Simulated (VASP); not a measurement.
# As (Im-3m) in VASP: notebook

As is run at these levels: PBE; tasks: single point.

Program: VASP 6.6.1. These are calculated values, not measurements. Logs are shortened: lines on timing, memory, paths and dates and some standing lists are left out, and cuts for length are marked.

## Step 1: The cell of the first run

The structure is cubic, space group Im-3m (No. 229). The conventional cell has a = 2.482 Å, b = 2.482 Å, c = 2.482 Å, α = 90.00°, β = 90.00°, γ = 90.00°. Within 2.8 Å of As (site symmetry m-3m) lie 14 As at 2.15 to 2.48 Å.

## Step 2: Single point, PBE (volume scaled by 0.4)

The input, INCAR:

```
SYSTEM = As
  PREC = Accurate
  ENCUT = 520
  EDIFF = 1E-6
  ISMEAR = -1
  SIGMA = 0.05
  LREAL = .False.
  LASPH = .True.
  NELM = 80
  ALGO = Normal
  ISIF = 2
  LWAVE = .False.
  LCHARG = .False.
  GGA = PE
  NBANDS = 8
```

The input, KPOINTS:

```
regular mesh
0
Gamma
  16 16 16
  0 0 0
```

The input, POSCAR:

```
As
1.0
   -1.2407682683      1.2407682683      1.2407682683
    1.2407682683     -1.2407682683      1.2407682683
    1.2407682683      1.2407682683     -1.2407682683
As
1
Direct
    0.0000000000      0.0000000000      0.0000000000
```

Potentials or basis: VASP PAW PBE potentials, release 64 (As).

The run is started by

```
$ cat potpaw_PBE.64/As/POTCAR > POTCAR
$ mpirun -np 1 vasp_std > vasp.out
```

OUTCAR:

```text
SYSTEM = As
   PREC = Accurate
   ENCUT = 520
   EDIFF = 1E-6
   ISMEAR = -1
   LREAL = .False.
   LASPH = .True.
   NELM = 80
   ISIF = 2
   GGA = PE

 ion  position               nearest neighbor table
   1  0.000  0.000  0.000-

  LATTYP: Found a body centered cubic cell.
 ALAT       =     2.4815365366

  Lattice vectors:

 A1 = (  -1.2407682683,   1.2407682683,   1.2407682683)
 A2 = (   1.2407682683,  -1.2407682683,   1.2407682683)
 A3 = (   1.2407682683,   1.2407682683,  -1.2407682683)

Analysis of symmetry for initial positions (statically):
=====================================================================
 Subroutine PRICEL returns:
 Original cell was already a primitive cell.

 Routine SETGRP: Setting up the symmetry group for a
 body centered cubic supercell.

 Subroutine GETGRP returns: Found 48 space group operations
 (whereof 48 operations were pure point group operations)
 out of a pool of 48 trial point group operations.

The static configuration has the point symmetry O_h .

Analysis of symmetry for dynamics (positions and initial velocities):
=====================================================================
 Subroutine PRICEL returns:
 Original cell was already a primitive cell.

 Routine SETGRP: Setting up the symmetry group for a
 body centered cubic supercell.

 Subroutine GETGRP returns: Found 48 space group operations
 (whereof 48 operations were pure point group operations)
 out of a pool of 48 trial point group operations.

The dynamic configuration has the point symmetry O_h .

 Subroutine INISYM returns: Found 48 space group operations
 (whereof 48 operations are pure point group operations),
 and found     1 'primitive' translations

----------------------------------------------------------------------------------------

                                     Primitive cell

  volume of cell :       7.6407

  direct lattice vectors                    reciprocal lattice vectors
    -1.240768268  1.240768268  1.240768268     0.000000000  0.402976134  0.402976134
     1.240768268 -1.240768268  1.240768268     0.402976134  0.000000000  0.402976134
     1.240768268  1.240768268 -1.240768268     0.402976134  0.402976134  0.000000000

  length of vectors
     2.149073681  2.149073681  2.149073681     0.569894314  0.569894314  0.569894314

  position of ions in fractional coordinates (direct lattice)
     0.000000000  0.000000000  0.000000000

  ion indices of the primitive-cell ions
   primitive index   ion index
                 1           1

----------------------------------------------------------------------------------------

 KPOINTS: regular mesh

Automatic generation of k-mesh.
 Grid dimensions read from file:
 generate k-points for:   16   16   16

 Generating k-lattice:

  Cartesian coordinates                     Fractional coordinates (reciprocal lattice)
     0.000000000  0.025186008  0.025186008     0.062500000  0.000000000  0.000000000
     0.025186008  0.000000000  0.025186008     0.000000000  0.062500000  0.000000000
     0.025186008  0.025186008  0.000000000     0.000000000  0.000000000  0.062500000

  Length of vectors
     0.035618395  0.035618395  0.035618395

  Shift w.r.t. Gamma in fractional coordinates (k-lattice)
     0.000000000  0.000000000  0.000000000

 Subroutine IBZKPT returns following result:
 ===========================================

 Found    145 irreducible k-points:

 Following reciprocal coordinates:
            Coordinates               Weight
  0.000000  0.000000  0.000000      1.000000
  0.062500  0.000000  0.000000     12.000000
  0.125000  0.000000  0.000000     12.000000
  0.187500  0.000000  0.000000     12.000000
  0.250000  0.000000  0.000000     12.000000
  0.312500  0.000000  0.000000     12.000000
[... 16 lines left out ...]
  0.187500  0.187500  0.000000     24.000000
  0.250000  0.187500  0.000000     48.000000
 [... further k-points ...]
   k-points           NKPTS =    145   k-points in BZ     NKDIM =    145   number of bands    NBANDS=      8
   number of dos      NEDOS =    301   number of ions     NIONS =      1
   total plane-waves  NPLWV =   4096
   dimension x,y,z NGX =    16 NGY =   16 NGZ =   16
   dimension x,y,z NGXF=    32 NGYF=   32 NGZF=   32
   ions per type =               1
   NGX,Y,Z   is equivalent  to a cutoff of  12.38, 12.38, 12.38 a.u.
   NGXF,Y,Z  is equivalent  to a cutoff of  24.75, 24.75, 24.75 a.u.
 SYSTEM =  As
   PREC   = accura    normal or accurate (medium, high low for compatibility)
   ISTART =      0    job   : 0-new  1-cont  2-samecut
   ICHARG =      2    charge: 1-file 2-atom 10-const
   ISPIN  =      1    spin polarized calculation?
   LNONCOLLINEAR =      F non collinear calculations
   LSORBIT =      F    spin-orbit coupling
   LASPH  =      T    aspherical Exc in radial PAW
   ENCUT  =  520.0 eV  38.22 Ry    6.18 a.u.   4.00  4.00  4.00*2*pi/ulx,y,z
   NELM   =     80;   NELMIN=  2; NELMDL= -5     # of ELM steps
   EDIFF  = 0.1E-05   stopping-criterion for ELM
   LREAL  =      F    real-space projection
   EDIFFG = 0.1E-04   stopping-criterion for IOM
   NSW    =      0    number of steps for IOM
   IBRION =     -1    ionic relax: 0-MD 1-quasi-New 2-CG
   NFREE  =      0    steps in history (QN), initial steepest desc. (CG)
   ISIF   =      2    stress and relaxation
   ISYM   =      2    0-nonsym 1-usesym 2-fastsym
   POTIM  = 0.5000    time-step for ionic-motion
   TEBEG  =    0.0;   TEEND  =   0.0 temperature during run
   PSTRESS=    0.0 pullay stress
   NELECT =       5.0000    total number of electrons
   NUPDOWN=      -1.0000    fix difference up-down
   EMIN   =  10.00;   EMAX   =-10.00  energy-range for DOS
   EFERMI =   0.00;   METHOD = LEGACY
   ISMEAR =    -1;   SIGMA  =   0.05  broadening in eV -4-tet -1-fermi 0-gaus
   EFERMI_NEDOS =   21; number of points for ismear=-14 and -15
   IALGO  =     38    algorithm
   IMIX   =      4    mixing-type and parameters
     AMIX     =   0.40;   BMIX     =  1.00
     AMIX_MAG =   1.60;   BMIX_MAG =  1.00
  volume/ion in A,a.u.               =       7.64        51.56
  Fermi-wavevector in a.u.,A,eV,Ry     =   1.421306  2.685878 27.485263  2.020110
  Thomas-Fermi vector in A             =   2.542129
   LORBIT       =      0    0 simple, 1 ext, 2 COOP (PROOUT), +10 PAW based schemes
   GGA     = PE    functional components
   LHFCALC =     F    Hartree Fock is set to
   AEXX    =    0.0000 exact exchange contribution
   IVDW    =     0    specifies the selected vdW correction
   LEPSILON=     F    determine dielectric tensor
   LRPA    =     F    only Hartree local field effects (RPA)
 non-spin polarized calculation
  energy-cutoff  :      520.00
  volume of cell :        7.64
 maximum number of plane-waves:       236
   NGX =  7   NGY =  7   NGZ =  7

 number of electron       4.9999999 magnetization

 Free energy of the ion-electron system (eV)
  ---------------------------------------------------
  ext. energy  EPLUGINS =         0.00000000
  ---------------------------------------------------
  free energy    TOTEN  =         4.50578116 eV

  energy without entropy =        4.50684227  energy(sigma->0) =        4.50631172

 E-fermi :  22.4441     XC(G=0): -15.2123

 val. band max:       22.3883713695   @ k =  -0.2500   0.3125   0.1875
 cond. band min:      22.4564663454   @ k =  -0.4375   0.4375   0.4375
 fundamental gap:      0.0680949759
 Fermi energy:        22.4441356561

 k-point     1 :       0.0000    0.0000    0.0000
  band No.  band energies     occupation
      1      -5.9532      2.00000
      2      40.9876      0.00000
      3      40.9876      0.00000
      4      40.9876      0.00000
      5      41.1744      0.00000
      6      41.1744      0.00000
      7      41.1744      0.00000
      8      42.0365      0.00000

 k-point     2 :       0.0625    0.0000    0.0000
  band No.  band energies     occupation
      1      -5.7559      2.00000
      2      36.7728      0.00000
      3      38.3565      0.00000
      4      39.2309      0.00000
      5      39.6354      0.00000
      6      40.7744      0.00000
      7      41.8465      0.00000
      8      43.1911      0.00000

 k-point     3 :       0.1250    0.0000    0.0000
  band No.  band energies     occupation
      1      -5.1628      2.00000
      2      31.9228      0.00000
      3      35.8584      0.00000
      4      37.2661      0.00000
      5      37.3728      0.00000
      6      39.6272      0.00000
      7      42.4113      0.00000
      8      44.4047      0.00000

 k-point     4 :       0.1875    0.0000    0.0000
  band No.  band energies     occupation
      1      -4.1707      2.00000
      2      27.1564      0.00000
      3      33.6216      0.00000
      4      35.2992      0.00000
      5      35.6281      0.00000
      6      38.5962      0.00000
      7      43.4138      0.00000
      8      45.6029      0.00000

 k-point     5 :       0.2500    0.0000    0.0000
  band No.  band energies     occupation
      1      -2.7762      2.00000
      2      22.5700      0.14932
      3      31.6927      0.00000
      4      33.5386      0.00000
      5      34.3101      0.00000
      6      37.7426      0.00000
      7      44.7925      0.00000
      8      46.8713      0.00000

 k-point     6 :       0.3125    0.0000    0.0000
  band No.  band energies     occupation
      1      -0.9780      2.00000
      2      18.2236      2.00000
      3      30.1224      0.00000
      4      32.1344      0.00000
      5      33.3003      0.00000
      6      37.0880      0.00000
      7      46.5103      0.00000
      8      48.2851      0.00000

 k-point     7 :       0.3750    0.0000    0.0000
  band No.  band energies     occupation
      1       1.2177      2.00000
      2      14.1711      2.00000
      3      28.9591      0.00000
      4      31.1130      0.00000
      5      32.5876      0.00000
      6      36.6318      0.00000
      7      48.5233      0.00000
      8      49.8879      0.00000

 k-point     8 :       0.4375    0.0000    0.0000
  band No.  band energies     occupation
      1       3.7721      2.00000
      2      10.4875      2.00000
      3      28.2433      0.00000
      4      30.4928      0.00000
      5      32.1635      0.00000
      6      36.3650      0.00000
      7      50.7690      0.00000
      8      51.6365      0.00000

 k-point     9 :       0.5000    0.0000    0.0000
  band No.  band energies     occupation
      1       5.9607      2.00000
      2       7.9201      2.00000
      3      28.0017      0.00000
      4      30.2850      0.00000
      5      32.0228      0.00000
      6      36.2775      0.00000
      7      52.6628      0.00000
      8      52.8098      0.00000

 k-point    10 :       0.0625    0.0625    0.0000
  band No.  band energies     occupation
      1      -5.3607      2.00000
      2      34.3083      0.00000
      3      34.5359      0.00000
      4      36.9167      0.00000
      5      40.0121      0.00000
      6      40.4371      0.00000
      7      42.1901      0.00000
      8      43.7451      0.00000
[... 78 lines left out ...]
 k-point    18 :       0.1875    0.1250   -0.0000
  band No.  band energies     occupation
      1      -2.1754      2.00000
      2      23.0804      0.00001
      3      25.9531      0.00000
      4      31.3777      0.00000
      5      37.9882      0.00000
      6      40.5552      0.00000
      7      43.9602      0.00000
      8      48.6200      0.00000

 k-point    19 :       0.2500    0.1250    0.0000
  band No.  band energies     occupation
      1      -0.3733      2.00000
      2      18.7634      2.00000
      3      24.5997      0.00000
      4      30.0597      0.00000
      5      37.0467      0.00000
      6      41.2651      0.00000
      7      43.9151      0.00000
      8      51.8397      0.00000

 k-point    20 :       0.3125    0.1250    0.0000
  band No.  band energies     occupation
      1       1.8271      2.00000
      2      14.7276      2.00000
      3      23.6134      0.00000
      4      29.0887      0.00000
      5      36.3440      0.00000
      6      41.3731      0.00000
      7      44.9595      0.00000
      8      54.2663      0.00000

 k-point    21 :       0.3750    0.1250   -0.0000
  band No.  band energies     occupation
      1       4.3915      2.00000
      2      11.0469      2.00000
      3      23.0122      0.00002
      4      28.4944      0.00000
      5      35.9181      0.00000
      6      41.2259      0.00000
      7      46.6851      0.00000
      8      52.2846      0.00000

 k-point    22 :       0.4375    0.1250    0.0000
  band No.  band energies     occupation
      1       6.6360      2.00000
      2       8.4277      2.00000
      3      22.8100      0.00133
      4      28.2943      0.00000
      5      35.7758      0.00000
      6      41.1548      0.00000
      7      47.9961      0.00000
      8      50.6895      0.00000

 k-point    23 :       0.1875    0.1875    0.0000
  band No.  band energies     occupation
      1      -0.5719      2.00000
      2      21.3834      2.00000
      3      21.7264      2.00000
      4      30.0059      0.00000
      5      38.6783      0.00000
      6      40.2660      0.00000
      7      46.8817      0.00000
      8      48.3840      0.00000

 k-point    24 :       0.2500    0.1875    0.0000
  band No.  band energies     occupation
      1       1.4346      2.00000
      2      17.3854      2.00000
      3      20.3963      2.00000
      4      28.9284      0.00000
      5      38.3652      0.00000
      6      41.3152      0.00000
      7      46.8380      0.00000
      8      51.3815      0.00000

 [... further k-points ...]
[... 5 lines left out ...]
  --------------------------------------------------------------------------------------
  -------------------------------------------------------------------------------------
  Total       27.2595493     27.2595493     27.2595493     -0.0000000     -0.0000000      0.0000000
  in kB     5716.0659090   5716.0659090   5716.0659090     -0.0000000     -0.0000000      0.0000000
  external PRESSURE =    5716.0659090 kB  Pullay stress =       0.0000000 kB

 VOLUME and BASIS-vectors are now :
 -----------------------------------------------------------------------------
  energy-cutoff  :      520.00
  volume of cell :        7.64
      direct lattice vectors                 reciprocal lattice vectors
    -1.240768268  1.240768268  1.240768268     0.000000000  0.402976134  0.402976134
     1.240768268 -1.240768268  1.240768268     0.402976134  0.000000000  0.402976134
     1.240768268  1.240768268 -1.240768268     0.402976134  0.402976134  0.000000000

 POSITION                                       TOTAL-FORCE (eV/Angst)
 -----------------------------------------------------------------------------------
      0.00000      0.00000      0.00000         0.000000      0.000000     -0.000000
 -----------------------------------------------------------------------------------
    total drift:                               -0.000000     -0.000000      0.000000

  FREE ENERGIE OF THE ION-ELECTRON SYSTEM (eV)
  ---------------------------------------------------
  free  energy   TOTEN  =         4.5057811645 eV

  energy  without entropy=        4.5068422749  energy(sigma->0) =        4.50631172
```

It took 5.4 s on 1 thread of Intel Xeon Platinum 8375C at 2.90GHz (Ice Lake), shared host; peak memory 0.12 GiB.

Results:

* Free energy: 4.5058 eV
* Pressure: 571.6 GPa

Levels at points of the mesh, in eV from the Fermi level:
```
           k point  band 1  band 2  band 3  band 4  band 5  band 6  band 7  band 8
(0.00, 0.00, 0.00)  -28.40   18.54   18.54   18.54   18.73   18.73   18.73   19.59
(0.50, 0.00, 0.00)  -16.48  -14.52    5.56    7.84    9.58   13.83   30.22   30.37
(0.50, 0.50, 0.50)   -5.79   -5.79   -5.79   -0.29   -0.29    1.90   36.51   38.27
```

[end of part 1 of 3]
